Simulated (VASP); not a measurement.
Wanted: the native input for a VASP 6.6.1 run.

```yaml
Task: single point
Functional: HSE06
Potentials_or_basis: VASP PAW PBE potentials, release 64 (Ti_sv, Se)
Cutoff: 400 eV
k_mesh: 6 × 6 × 2
Occupations: fermi-dirac, width 0.02 eV
Spin: no spin polarisation
Dipole_correction: no
Grid_for_exact_exchange_PRECFOCK: Normal
Further_INCAR_settings: ALGO = Normal; EDIFF = 1e-06; NBANDS = 19
Share_of_exact_exchange: 0.25
Screening_parameter: 0.2079 1/Å
```

TiSe2:

```xyz
3
Lattice="3.5408 0.0000 0.0000 -1.7704 3.0664 0.0000 0.0000 0.0000 6.0906" Properties=species:S:1:pos:R:3 pbc="T T T"
Ti    0.0000    0.0000    0.0000
Se    0.0000    2.0443    1.5226
Se    1.7704    1.0221    4.5681
```

The input as run:

POSCAR

```
TiSe2
1.0
    3.5407886240      0.0000000000      0.0000000000
   -1.7703943120      3.0664128978      0.0000000000
    0.0000000000      0.0000000000      6.0906296798
Ti Se
1 2
Direct
    0.0000000000      0.0000000000      0.0000000000
    0.3333333333      0.6666666667      0.2499867418
    0.6666666667      0.3333333333      0.7500132582
```

INCAR.step1

```
ALGO = Normal
EDIFF = 1E-5
ENCUT = 400
GGA = PE
GGA_COMPAT = False
ISIF = 2
ISMEAR = -1
LASPH = True
LCHARG = False
LREAL = False
LWAVE = True
NBANDS = 19
NELM = 120
PREC = Accurate
SIGMA = 0.02
```

INCAR.step2

```
ALGO = Normal
EDIFF = 1E-6
ENCUT = 400
GGA = PE
GGA_COMPAT = False
HFSCREEN = 0.2079
ISIF = 2
ISMEAR = -1
ISTART = 1
LASPH = True
LCHARG = False
LHFCALC = True
LREAL = False
LWAVE = False
NBANDS = 19
NELM = 120
PREC = Accurate
PRECFOCK = Normal
SIGMA = 0.02
```

KPOINTS

```
k-points
0
Gamma
  6 6 2
```

Potentials or basis: VASP PAW PBE potentials, release 64 (Ti_sv, Se).

The run is started by

```console
$ cat potpaw_PBE.64/Ti_sv/POTCAR potpaw_PBE.64/Se/POTCAR > POTCAR
$ cp INCAR.step1 INCAR
$ mpirun -np 1 vasp_std > vasp.out
$ cp INCAR.step2 INCAR
$ mpirun -np 1 vasp_std > vasp.out
```

Results of the run:

```yaml
Pressure: -0.2 GPa
Largest_force: 0.163 eV/Å
Band_gap_on_the_k_mesh: zero (bands 12 and 13 overlap by 0.11 eV)
```

Caveat: the k points lie up to 0.52 Å⁻¹ apart; the PAW data sets were made with another functional, which shifts forces and pressure a little; this functional lacks dispersion, which binds layers or chains, so the pressure and a relaxed spacing across them are unreliable.

Run time: 35 min on 1 thread of Intel Xeon 8259CL, with other jobs on the host, peak memory 0.27 GiB.
